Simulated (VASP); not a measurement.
# Sc (P6_3/mmc) in VASP: notebook

Runs on Sc. Level: PBE. Tasks: single point, relaxation of cell and atoms.

All numbers are computed with VASP 6.6.1; they aren't measurements. Logs are shortened: lines on timing, memory, paths and dates and some standing lists are left out, and cuts for length are marked.

## 1. The cell of the first run

Symmetry: P6_3/mmc, No. 194, hexagonal system. The conventional cell has a = 2.839 Å, b = 2.839 Å, c = 4.422 Å, α = 90.00°, β = 90.00°, γ = 120.00°. Sc (site symmetry -6m2) has 12 Sc at 2.75 to 2.84 Å within 3.6 Å.

## 2. Single point, PBE

File INCAR:

```
ALGO = Normal
EDIFF = 1E-6
ENCUT = 500
GGA = PE
GGA_COMPAT = F
ISIF = 2
ISMEAR = -1
LASPH = T
LCHARG = T
LELF = T
LREAL = F
LVHAR = T
LWAVE = F
NBANDS = 18
NELM = 120
PREC = Accurate
SIGMA = 0.05
```

File KPOINTS:

```
k-points
0
Gamma
  16 16 9
```

File POSCAR:

```
Sc
1.0
    2.8394745810      0.0000000000      0.0000000000
   -1.4197372905      2.4590571205      0.0000000000
    0.0000000000      0.0000000000      4.4220258013
Sc
2
Direct
    0.3333333333      0.6666666667      0.2500000000
    0.6666666667      0.3333333333      0.7500000000
```

Potentials or basis: VASP PAW PBE potentials, release 64 (Sc_sv).

On the command line:

```
$ cat potpaw_PBE.64/Sc_sv/POTCAR > POTCAR
$ mpirun -np 1 vasp_std > vasp.out
```

OUTCAR:

```text
EDIFF = 1E-6
   ENCUT = 500
   GGA = PE
   ISIF = 2
   ISMEAR = -1
   LASPH = T
   LREAL = F
   NELM = 120
   PREC = Accurate

 ion  position               nearest neighbor table
   1  0.333  0.667  0.250-   2 2.75   2 2.75   2 2.75   2 2.75   2 2.75   2 2.75
   2  0.667  0.333  0.750-   1 2.75   1 2.75   1 2.75   1 2.75   1 2.75   1 2.75

  LATTYP: Found a hexagonal cell.
 ALAT       =     2.8394745810
 C/A-ratio  =     1.5573394567

  Lattice vectors:

 A1 = (   2.8394745810,   0.0000000000,   0.0000000000)
 A2 = (  -1.4197372905,   2.4590571205,   0.0000000000)
 A3 = (   0.0000000000,   0.0000000000,   4.4220258013)

Analysis of symmetry for initial positions (statically):
=====================================================================
 Subroutine PRICEL returns:
 Original cell was already a primitive cell.

 Routine SETGRP: Setting up the symmetry group for a
 hexagonal supercell.

 Subroutine GETGRP returns: Found 24 space group operations
 (whereof 12 operations were pure point group operations)
 out of a pool of 24 trial point group operations.

The static configuration has the point symmetry D_3d.
 The point group associated with its full space group is D_6h.

Analysis of symmetry for dynamics (positions and initial velocities):
=====================================================================
 Subroutine PRICEL returns:
 Original cell was already a primitive cell.

 Routine SETGRP: Setting up the symmetry group for a
 hexagonal supercell.

 Subroutine GETGRP returns: Found 24 space group operations
 (whereof 12 operations were pure point group operations)
 out of a pool of 24 trial point group operations.

The dynamic configuration has the point symmetry D_3d.
 The point group associated with its full space group is D_6h.

 Subroutine INISYM returns: Found 24 space group operations
 (whereof 12 operations are pure point group operations),
 and found     1 'primitive' translations

----------------------------------------------------------------------------------------

                                     Primitive cell

  volume of cell :      30.8765

  direct lattice vectors                    reciprocal lattice vectors
     2.839474581  0.000000000  0.000000000     0.352177831  0.203329966  0.000000000
    -1.419737291  2.459057120  0.000000000     0.000000000  0.406659931  0.000000000
     0.000000000  0.000000000  4.422025801     0.000000000  0.000000000  0.226140698

  length of vectors
     2.839474581  2.839474581  4.422025801     0.406659931  0.406659931  0.226140698

  position of ions in fractional coordinates (direct lattice)
     0.333333333  0.666666667  0.250000000
     0.666666667  0.333333333  0.750000000

  ion indices of the primitive-cell ions
   primitive index   ion index
                 1           1
                 2           2

----------------------------------------------------------------------------------------

 KPOINTS: k-points

Automatic generation of k-mesh.
 Grid dimensions read from file:
 generate k-points for:   16   16    9

 Generating k-lattice:

  Cartesian coordinates                     Fractional coordinates (reciprocal lattice)
     0.022011114  0.012708123  0.000000000     0.062500000 -0.000000000  0.000000000
     0.000000000  0.025416246  0.000000000     0.000000000  0.062500000  0.000000000
     0.000000000  0.000000000  0.025126744     0.000000000  0.000000000  0.111111111

  Length of vectors
     0.025416246  0.025416246  0.025126744

  Shift w.r.t. Gamma in fractional coordinates (k-lattice)
     0.000000000  0.000000000  0.000000000

 Subroutine IBZKPT returns following result:
 ===========================================

 Found    150 irreducible k-points:

 Following reciprocal coordinates:
            Coordinates               Weight
  0.000000  0.000000  0.000000      1.000000
  0.062500  0.000000  0.000000      6.000000
  0.125000  0.000000  0.000000      6.000000
  0.187500  0.000000  0.000000      6.000000
  0.250000  0.000000  0.000000      6.000000
  0.312500  0.000000  0.000000      6.000000
[... 16 lines left out ...]
  0.187500  0.187500  0.000000      6.000000
  0.250000  0.187500  0.000000     12.000000
 [... further k-points ...]
   k-points           NKPTS =    150   k-points in BZ     NKDIM =    150   number of bands    NBANDS=     18
   number of dos      NEDOS =    301   number of ions     NIONS =      2
   total plane-waves  NPLWV =  18432
   dimension x,y,z NGX =    24 NGY =   24 NGZ =   32
   dimension x,y,z NGXF=    48 NGYF=   48 NGZF=   64
   ions per type =               2
   NGX,Y,Z   is equivalent  to a cutoff of  14.05, 14.05, 12.03 a.u.
   NGXF,Y,Z  is equivalent  to a cutoff of  28.10, 28.10, 24.06 a.u.
 SYSTEM =  unknown system
   PREC   = accura    normal or accurate (medium, high low for compatibility)
   ISTART =      0    job   : 0-new  1-cont  2-samecut
   ICHARG =      2    charge: 1-file 2-atom 10-const
   ISPIN  =      1    spin polarized calculation?
   LNONCOLLINEAR =      F non collinear calculations
   LSORBIT =      F    spin-orbit coupling
   LASPH  =      T    aspherical Exc in radial PAW
   ENCUT  =  500.0 eV  36.75 Ry    6.06 a.u.   5.18  5.18  8.06*2*pi/ulx,y,z
   NELM   =    120;   NELMIN=  2; NELMDL= -5     # of ELM steps
   EDIFF  = 0.1E-05   stopping-criterion for ELM
   LREAL  =      F    real-space projection
   EDIFFG = 0.1E-04   stopping-criterion for IOM
   NSW    =      0    number of steps for IOM
   IBRION =     -1    ionic relax: 0-MD 1-quasi-New 2-CG
   NFREE  =      0    steps in history (QN), initial steepest desc. (CG)
   ISIF   =      2    stress and relaxation
   ISYM   =      2    0-nonsym 1-usesym 2-fastsym
   POTIM  = 0.5000    time-step for ionic-motion
   TEBEG  =    0.0;   TEEND  =   0.0 temperature during run
   PSTRESS=    0.0 pullay stress
   NELECT =      22.0000    total number of electrons
   NUPDOWN=      -1.0000    fix difference up-down
   EMIN   =  10.00;   EMAX   =-10.00  energy-range for DOS
   EFERMI =   0.00;   METHOD = LEGACY
   ISMEAR =    -1;   SIGMA  =   0.05  broadening in eV -4-tet -1-fermi 0-gaus
   EFERMI_NEDOS =   21; number of points for ismear=-14 and -15
   IALGO  =     38    algorithm
   IMIX   =      4    mixing-type and parameters
     AMIX     =   0.40;   BMIX     =  1.00
     AMIX_MAG =   1.60;   BMIX_MAG =  1.00
  volume/ion in A,a.u.               =      15.44       104.18
  Fermi-wavevector in a.u.,A,eV,Ry     =   1.462199  2.763155 29.089602  2.138025
  Thomas-Fermi vector in A             =   2.578440
   LORBIT       =      0    0 simple, 1 ext, 2 COOP (PROOUT), +10 PAW based schemes
   GGA     = PE    functional components
   LHFCALC =     F    Hartree Fock is set to
   AEXX    =    0.0000 exact exchange contribution
   IVDW    =     0    specifies the selected vdW correction
   LEPSILON=     F    determine dielectric tensor
   LRPA    =     F    only Hartree local field effects (RPA)
 non-spin polarized calculation
  energy-cutoff  :      500.00
  volume of cell :       30.88
 maximum number of plane-waves:       797
 NGX is ok and might be reduce to    24
   NGX = 11   NGY = 11   NGZ = 17

 number of electron      22.0000000 magnetization

 Free energy of the ion-electron system (eV)
  ---------------------------------------------------
  ext. energy  EPLUGINS =         0.00000000
  ---------------------------------------------------
  free energy    TOTEN  =       -10.32048171 eV

  energy without entropy =      -10.29815203  energy(sigma->0) =      -10.30931687

 E-fermi :   6.9721     XC(G=0): -11.9423

 val. band max:        6.9685648426   @ k =   0.3125   0.1875   0.2222
 cond. band min:       6.9788207414   @ k =   0.3125   0.1250   0.0000
 fundamental gap:      0.0102558988
 Fermi energy:         6.9720534834

 k-point     1 :       0.0000    0.0000    0.0000
  band No.  band energies     occupation
      1     -41.5687      2.00000
      2     -41.1182      2.00000
      3     -21.0683      2.00000
      4     -19.5803      2.00000
      5     -19.5803      2.00000
      6     -19.3265      2.00000
[... 10 lines left out ...]
     17      10.2951      0.00000
     18      10.2951      0.00000

 k-point     2 :       0.0625    0.0000    0.0000
  band No.  band energies     occupation
      1     -41.5569      2.00000
      2     -41.1139      2.00000
      3     -21.0468      2.00000
      4     -19.6263      2.00000
      5     -19.5958      2.00000
      6     -19.3743      2.00000
[... 10 lines left out ...]
     17      10.1827      0.00000
     18      10.1926      0.00000

 k-point     3 :       0.1250    0.0000    0.0000
  band No.  band energies     occupation
      1     -41.5229      2.00000
      2     -41.1020      2.00000
      3     -20.9838      2.00000
      4     -19.7573      2.00000
      5     -19.6385      2.00000
      6     -19.5073      2.00000
[... 10 lines left out ...]
     17      10.0317      0.00000
     18      10.2059      0.00000

 k-point     4 :       0.1875    0.0000    0.0000
  band No.  band energies     occupation
      1     -41.4705      2.00000
      2     -41.0854      2.00000
      3     -20.8839      2.00000
      4     -19.9538      2.00000
      5     -19.6995      2.00000
      6     -19.6978      2.00000
[... 375 lines left out ...]
      4     -20.3838      2.00000
      5     -20.2313      2.00000
      6     -20.0328      2.00000
[... 10 lines left out ...]
     17      13.0025      0.00000
     18      13.3357      0.00000

 k-point    23 :       0.1875    0.1875    0.0000
  band No.  band energies     occupation
      1     -41.3193      2.00000
      2     -41.0527      2.00000
      3     -20.5719      2.00000
      4     -20.2948      2.00000
      5     -20.2602      2.00000
      6     -19.8149      2.00000
[... 10 lines left out ...]
     17      11.7923      0.00000
     18      12.5814      0.00000

 k-point    24 :       0.2500    0.1875    0.0000
  band No.  band energies     occupation
      1     -41.2577      2.00000
      2     -41.0489      2.00000
      3     -20.4650      2.00000
      4     -20.4296      2.00000
      5     -20.3240      2.00000
      6     -19.9239      2.00000
[... 10 lines left out ...]
     17      12.4820      0.00000
     18      13.2017      0.00000

 [... further k-points ...]

------------------------ aborting loop because EDIFF is reached ----------------------------------------

  FORCE on cell =-STRESS in cart. coord.  units (eV):
  Direction    XX          YY          ZZ          XY          YZ          ZX
  --------------------------------------------------------------------------------------
  -------------------------------------------------------------------------------------
  Total        9.8879095      9.8879095      9.9159808      0.0000000     -0.0000000      0.0000000
  in kB      513.0824842    513.0824842    514.5391050      0.0000000     -0.0000000      0.0000000
  external PRESSURE =     513.5680245 kB  Pullay stress =       0.0000000 kB

 VOLUME and BASIS-vectors are now :
 -----------------------------------------------------------------------------
  energy-cutoff  :      500.00
  volume of cell :       30.88
      direct lattice vectors                 reciprocal lattice vectors
     2.839474581  0.000000000  0.000000000     0.352177831  0.203329966  0.000000000
    -1.419737291  2.459057120  0.000000000     0.000000000  0.406659931  0.000000000
     0.000000000  0.000000000  4.422025801     0.000000000  0.000000000  0.226140698

 POSITION                                       TOTAL-FORCE (eV/Angst)
 -----------------------------------------------------------------------------------
     -0.00000      1.63937      1.10551        -0.000000      0.000000      0.000000
      1.41974      0.81969      3.31652         0.000000     -0.000000      0.000000
 -----------------------------------------------------------------------------------
    total drift:                               -0.000000      0.000000     -0.000000

  FREE ENERGIE OF THE ION-ELECTRON SYSTEM (eV)
  ---------------------------------------------------
  free  energy   TOTEN  =       -10.3204817083 eV

  energy  without entropy=      -10.2981520347  energy(sigma->0) =      -10.30931687
```

Wall time 71 s (1 thread of Oxide Virtual Turin-like, shared host); peak memory 0.16 GiB.

What came out:

```
Free energy            : -10.3205 eV
Pressure               : 51.4 GPa
Band gap on the k mesh : zero (bands 11 and 12 overlap by 2.58 eV)
```

Stress tensor (GPa, compression positive):
```
51.31  0.00  0.00
 0.00 51.31  0.00
 0.00  0.00 51.45
```

Caveat: the cell stands under pressure.

## 3. Single point, PBE

File INCAR:

```
SYSTEM = Sc
PREC = Accurate
ENCUT = 500
EDIFF = 1E-6
ISMEAR = -1
SIGMA = 0.05
LREAL = .FALSE.
LASPH = .TRUE.
NELM = 120
ALGO = Normal
ISIF = 2
LWAVE = .FALSE.
LCHARG = .FALSE.
GGA = PE
NBANDS = 18
GGA_COMPAT = .FALSE.
```

File KPOINTS:

```
Automatic mesh
0
G
  16 16 9
  0 0 0
```

File POSCAR:

```
Sc
1.0
    2.8392272235      0.0000000000      0.0000000000
   -1.4196136118      2.4588429027      0.0000000000
    0.0000000000      0.0000000000      4.4217978284
Sc
2
Direct
    0.3333333333      0.6666666667      0.2500000000
    0.6666666667      0.3333333333      0.7500000000
```

Potentials or basis: VASP PAW PBE potentials, release 64 (Sc_sv).

On the command line:

```
$ cat potpaw_PBE.64/Sc_sv/POTCAR > POTCAR
$ mpirun -np 1 vasp_std > vasp.out
```

Run time: 66 s. Hardware: 1 thread of Oxide Virtual Turin-like, shared host; peak memory 0.16 GiB.

Results (log left out):

```yaml
Free_energy: -10.3182 eV
Pressure: 51.4 GPa
Band_gap_on_the_k_mesh: zero (bands 11 and 12 overlap by 2.58 eV)
```

Stress tensor (GPa, compression positive):
```
51.35  0.00  0.00
 0.00 51.35  0.00
 0.00  0.00 51.49
```

Levels at points of the mesh, in eV from the Fermi level:
```csv
k point,band 9,band 10,band 11,band 12,band 13,band 14
"(0.00, 0.00, 0.00)",-5.55,-2.46,1.99,1.99,2.48,2.55
"(0.50, 0.00, 0.00)",-2.15,-1.72,-1.60,0.62,1.57,2.14
```

Caveat: the cell stands under pressure.

## 4. Relaxation of cell and atoms, PBE, target pressure 51 GPa, at which the enthalpy is minimised

This run uses another cell than the first one, of 15.24 Å³/atom.

File INCAR:

```
PREC = Accurate
ENCUT = 500
EDIFF = 1E-7
ISMEAR = -1
SIGMA = 0.05
LREAL = False
LASPH = True
NELM = 120
ALGO = Normal
ISIF = 3
LWAVE = False
LCHARG = False
GGA = PE
IBRION = 2
NSW = 60
EDIFFG = -0.005
PSTRESS = 510.0
GGA_COMPAT = False
NELMIN = 4
```

File KPOINTS:

```
regular mesh
0
Gamma
  16 16 9
```

File POSCAR:

```
Sc
1.0
    2.7905266890      0.0000000000      0.0000000000
   -1.3952633445      2.4166670026      0.0000000000
    0.0000000000      0.0000000000      4.5206532362
Sc
2
Direct
    0.3333333333      0.6666666667      0.2500000000
    0.6666666667      0.3333333333      0.7500000000
```

On the command line:

```
$ cat potpaw_PBE.64/Sc_sv/POTCAR > POTCAR
$ mpirun -np 1 vasp_std > vasp.out
```

It took 4.1 min on 1 thread of Oxide Virtual Turin-like, shared host; peak memory 0.15 GiB.

The run converged. Its results:

```
Free energy                                                : -10.3397 eV
Relaxed volume                                             : 15.47 Å³/atom
Relaxed cell                                               : a = 2.840 Å, b = 2.840 Å, c = 4.429 Å, α = 90.00°, β = 90.00°, γ = 120.00°
Space group after relaxing (to 0.1 Å)                      : P6_3/mmc (No. 194)
Energy change on relaxing (the run minimises the enthalpy) : -77.5 meV/atom
Ionic steps                                                : 8
Pressure after relaxing                                    : 51.0 GPa
Band gap on the k mesh                                     : zero (bands 11 and 12 overlap by 2.57 eV)
```

Step by step:
| step | energy change (eV) | largest force (eV/Å) | pressure (GPa) | volume (Å³) |
| --- | --- | --- | --- | --- |
| 1 | 0.0000 | 0.0000 | 53.41 | 30.49 |
| 2 | -0.3269 | 0.0000 | 47.66 | 31.51 |
| 3 | -0.1817 | 0.0000 | 50.23 | 31.04 |
| 4 | -0.1733 | 0.0000 | 50.55 | 31.00 |
| 5 | -0.1609 | 0.0000 | 50.89 | 30.96 |
| 6 | -0.1603 | 0.0000 | 50.90 | 30.95 |
| 7 | -0.1459 | 0.0000 | 51.16 | 30.91 |
| 8 | -0.1550 | 0.0000 | 51.00 | 30.94 |

Final structure:
```
Sc
1.0
     2.84015    0.00000    0.00000
    -1.42008    2.45964    0.00000
     0.00000    0.00000    4.42868
Sc
2
Direct
  0.33333 0.66667 0.25000
  0.66667 0.33333 0.75000
```

Levels at points of the mesh, in eV from the Fermi level:
| k point | band 7 | band 8 | band 9 | band 10 | band 11 | band 12 | band 13 | band 14 | band 15 |
| --- | --- | --- | --- | --- | --- | --- | --- | --- | --- |
| (0.00, 0.00, 0.00) | -26.30 | -26.21 | -5.55 | -2.46 | 1.99 | 1.99 | 2.47 | 2.52 | 2.84 |
| (0.50, 0.00, 0.00) | -26.68 | -26.46 | -2.14 | -1.72 | -1.59 | 0.62 | 1.58 | 2.13 | 2.87 |

Caveat: the cell is relaxed towards a set pressure, so the run minimises the enthalpy, not the energy.

## 5. Relaxation of cell and atoms, PBE, target pressure 51 GPa, at which the enthalpy is minimised

File INCAR:

```
SYSTEM = Sc
PREC = Accurate ; ENCUT = 500
EDIFF = 1E-7 ; ISMEAR = -1
SIGMA = 0.05 ; LREAL = .FALSE.
LASPH = .TRUE. ; NELM = 120
ALGO = Normal ; ISIF = 3
LWAVE = .FALSE. ; LCHARG = .FALSE.
GGA = PE ; IBRION = 2
NSW = 32 ; EDIFFG = -0.005
PSTRESS = 510.0 ; GGA_COMPAT = .FALSE.
NELMIN = 4
```

File KPOINTS:

```
regular mesh
0
G
  16 16 9
  0 0 0
```

File POSCAR:

```
Sc
1.0
    2.8394745810      0.0000000000      0.0000000000
   -1.4197372905      2.4590571205      0.0000000000
    0.0000000000      0.0000000000      4.4220258013
Sc
2
Direct
    0.3333333333      0.6666666667      0.2500000000
    0.6666666667      0.3333333333      0.7500000000
```

On the command line:

```
$ cat potpaw_PBE.64/Sc_sv/POTCAR > POTCAR
$ mpirun -np 1 vasp_std > vasp.out
```

It took 3.7 min on 1 thread of Oxide Virtual Turin-like, shared host; peak memory 0.16 GiB.

It converged, with:

```yaml
Free_energy: -10.3398 eV
Relaxed_volume: 15.47 Å³/atom
Relaxed_cell: a = 2.841 Å, b = 2.841 Å, c = 4.427 Å, α = 90.00°, β = 90.00°, γ = 120.00°
Space_group_after_relaxing_to_0.1_Å: P6_3/mmc (No. 194)
Energy_change_on_relaxing_the_run_minimises_the_enthalpy: -9.7 meV/atom
Ionic_steps: 7
Pressure_after_relaxing: 51.0 GPa
Band_gap_on_the_k_mesh: zero (bands 11 and 12 overlap by 2.57 eV)
```

The path:
```tsv
step	energy change (eV)	largest force (eV/Å)	pressure (GPa)	volume (Å³)
1	0.0000	0.0000	51.36	30.88
2	-0.0490	0.0000	50.46	31.03
3	-0.0204	0.0000	50.99	30.94
4	-0.0200	0.0000	50.99	30.94
5	-0.0191	0.0000	51.00	30.94
6	-0.0196	0.0000	51.00	30.94
7	-0.0194	0.0000	51.00	30.94
```

Final structure:
```cif
data_structure
_symmetry_space_group_name_H-M 'P 1'
_symmetry_Int_Tables_number 1
_cell_length_a 2.8407
_cell_length_b 2.8407
_cell_length_c 4.4269
_cell_angle_alpha 90.000
_cell_angle_beta 90.000
_cell_angle_gamma 120.000
_cell_volume 30.94
loop_
_atom_site_label
_atom_site_type_symbol
_atom_site_fract_x
_atom_site_fract_y
_atom_site_fract_z
_atom_site_occupancy
Sc1 Sc 0.33333 0.66667 0.25000 1
Sc2 Sc 0.66667 0.33333 0.75000 1
```

Levels at points of the mesh, in eV from the Fermi level:
| k point | band 9 | band 10 | band 11 | band 12 | band 13 | band 14 |
| --- | --- | --- | --- | --- | --- | --- |
| (0.00, 0.00, 0.00) | -5.55 | -2.46 | 1.99 | 1.99 | 2.47 | 2.53 |
| (0.50, 0.00, 0.00) | -2.14 | -1.72 | -1.59 | 0.62 | 1.57 | 2.13 |

Caveat: the cell is relaxed towards a set pressure, so the run minimises the enthalpy, not the energy.

## 6. Summary

| task | cell | gap on the mesh (eV) | pressure (GPa) |
| --- | --- | --- | --- |
| single point | a = 2.839, b = 2.839, c = 4.422 Å, angles 90.0, 90.0, 120.0°, 2 atoms | none | 51.4 |
| relaxation of cell and atoms | relaxed to 51 GPa from a = 2.791, b = 2.791, c = 4.521 Å, angles 90.0, 90.0, 120.0°, 2 atoms | none | 51.0 |
| relaxation of cell and atoms | relaxed to 51 GPa from a = 2.839, b = 2.839, c = 4.422 Å, angles 90.0, 90.0, 120.0°, 2 atoms | none | 51.0 |

Alike in all rows: level PBE; potentials or basis VASP PAW PBE potentials, release 64 (Sc_sv); no spin polarisation; k mesh 16 × 16 × 9; cutoff (eV) 500; smearing fermi-dirac 0.05 eV.

Caveats: the cell is relaxed towards a set pressure, so the run minimises the enthalpy, not the energy (at least some runs); the cell stands under pressure (at least some runs).

Total energies depend on the potentials used, so only differences within one code and one set of settings carry meaning.
